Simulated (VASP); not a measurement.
P, 6 atoms in the cell. Symmetry: P6_122, No. 178, hexagonal system. The conventional cell has a = 4.925 Å, b = 4.925 Å, c = 4.663 Å, α = 90.00°, β = 90.00°, γ = 120.00°. Within 2.8 Å of P (site symmetry 2) lie 4 P at 2.14 Å. 

```yaml
Program: VASP 6.6.1
Task: relaxation of cell and atoms
Functional: PBE
Potentials_or_basis: VASP PAW PBE potentials, release 64 (P)
Cutoff: 600 eV
k_mesh: 6 × 6 × 4
Occupations: gaussian, width 0.1 eV
Spin: no spin polarisation
Dipole_correction: no
Further_INCAR_settings: ALGO = Normal; EDIFF = 1e-06; IBRION = 2; EDIFFG = -0.04; NSW = 90; ISIF = 3
```

Potentials or basis: VASP PAW PBE potentials, release 64 (P).

Run with:

```console
$ cat potpaw_PBE.64/P/POTCAR > POTCAR
$ mpirun -np 1 vasp_std > vasp.out
```

Hardware: 1 thread of Intel(R) Xeon(R) Platinum 8375C CPU @ 2.90GHz (Ice Lake), with other jobs on the host.

Task: Estimate the wall time of this run.

Result: It took 3.2 min on 1 thread of Intel(R) Xeon(R) Platinum 8375C CPU @ 2.90GHz (Ice Lake), on a shared host, peak memory 0.24 GiB. Counts: scf iterations 65, k points 21, ion steps 7.
